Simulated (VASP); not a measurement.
NbPO4:

```
CELL_PARAMETERS angstrom
0.00000 3.21972 3.21972
3.21972 0.00000 3.21972
3.21972 3.21972 0.00000
ATOMIC_POSITIONS crystal
Nb 0.00000 0.00000 0.00000
P 0.75000 0.75000 0.75000
O 0.87400 0.37533 0.37533
O 0.37533 0.37533 0.37533
O 0.37533 0.87400 0.37533
O 0.37533 0.37533 0.87400
```

The cell was generated, and may not be a known phase.

| Item | Value |
| --- | --- |
| Program | VASP 6.6.1 |
| Task | relaxation of cell and atoms |
| Functional | PBE |
| Potentials or basis | VASP PAW PBE potentials, release 64 (Nb_sv, P, O) |
| Cutoff | 600 eV |
| k mesh | 6 × 6 × 6 |
| Occupations | gaussian, width 0.1 eV |
| Spin | collinear spin, ferromagnetic start |
| Starting moments | [0.05, 0.12, 0.47, 0.47, 0.47, 0.47] μB |

At the start: pressure -13.0 GPa; volume 11.13 Å³/atom.

Where does the relaxation end?

Over 5 steps the energy falls by 58.7 meV/atom and the volume is 9.86 Å³/atom (-11.4 %); space group F-43m (No. 216, to 0.1 Å) before and after; moment 1.93 μB per cell.

Step by step:
```tsv
step	energy change (eV)	largest force (eV/Å)	pressure (GPa)	volume (Å³)
1	0.0000	0.2304	-12.97	66.76
2	-0.3426	0.1789	2.60	58.43
3	-0.3484	0.1951	-0.08	59.30
4	-0.3484	0.1927	0.33	59.16
5	-0.3520	0.0036	0.26	59.17
```

Final structure:
```cif
data_structure
_symmetry_space_group_name_H-M 'P 1'
_symmetry_Int_Tables_number 1
_cell_length_a 4.3739
_cell_length_b 4.3739
_cell_length_c 4.3739
_cell_angle_alpha 60.000
_cell_angle_beta 60.000
_cell_angle_gamma 60.000
_cell_volume 59.17
loop_
_atom_site_label
_atom_site_type_symbol
_atom_site_fract_x
_atom_site_fract_y
_atom_site_fract_z
_atom_site_occupancy
Nb1 Nb 0.00000 0.00000 0.00000 1
P1 P 0.75000 0.75000 0.75000 1
O1 O 0.87932 0.37356 0.37356 1
O2 O 0.37356 0.37356 0.37356 1
O3 O 0.37356 0.87932 0.37356 1
O4 O 0.37356 0.37356 0.87932 1
```
